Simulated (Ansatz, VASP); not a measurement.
One calculation of NaF, two programs

```
CELL_PARAMETERS angstrom
-0.97572 1.95145 1.95145
1.95145 -0.97572 1.95145
1.95145 1.95145 -0.97572
ATOMIC_POSITIONS crystal
Na 0.00000 0.00000 0.00000
F 0.50000 0.50000 0.50000
```

Alike in both runs: task single point; functional PBEsol; k mesh 10 × 10 × 10; occupations gaussian, width 0.05 eV; no spin polarisation.

|  | VASP | Ansatz |
| --- | --- | --- |
| version | VASP 6.6.1 | Ansatz 0.2.0 |
| potentials or method | VASP PAW PBE potentials, release 64 (Na_pv, F), cutoff 520 eV | scalar-relativistic, plane waves, PAW |
| valence electrons in the cell | 14 | 16 |

```csv
,VASP,Ansatz,Ansatz less VASP
gap on the k mesh at the Fermi level (eV),5.18,5.19,+0.018
least direct gap on the mesh (eV),5.47,5.48,+0.017
pressure (GPa),-4.8,-4.7,+0.12
```

VASP's potentials were made for PBE, not for PBEsol. VASP's potentials hold 14 valence electrons a cell and Ansatz's 16, so a difference there can come from the potentials and not from the codes.
